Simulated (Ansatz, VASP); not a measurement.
One calculation of Ir, two programs

```xyz
4
Lattice="3.9042 0.0000 0.0000 -1.9521 3.3811 0.0000 0.0000 0.0000 6.2463" Properties=species:S:1:pos:R:3 pbc="T T T"
Ir    0.0000    2.2541    0.3744
Ir    1.9521    1.1270    3.4975
Ir    0.0000    2.2541    2.7488
Ir    1.9521    1.1270    5.8719
```

Alike in both runs: functional LDA; k mesh 12 × 12 × 8; occupations gaussian, width 0.1 eV; no spin polarisation.

Ansatz relaxed the structure, and its values are those at the end. VASP's run is a single point on that final structure, the one shown.

|  | VASP | Ansatz |
| --- | --- | --- |
| version | VASP 6.6.1 | Ansatz 0.2.0 |
| potentials or method | VASP PAW LDA potentials, release 64 (Ir), cutoff 520 eV | scalar-relativistic, plane waves, PAW |
| valence electrons in the cell | 36 | 68 |

```tsv
	VASP	Ansatz	Ansatz less VASP
gap on the k mesh at the Fermi level (eV)	none	none	-
pressure (GPa)	0.3	0.0	-0.26
```

LDA's correlation is that of Perdew and Zunger in VASP and of Perdew and Wang (1992) in Ansatz. A gap of «none» marks a metal or a gap that the smearing closes. VASP's potentials hold 36 valence electrons a cell and Ansatz's 68, so a difference there can come from the potentials and not from the codes.

Neither program's run includes spin-orbit coupling.
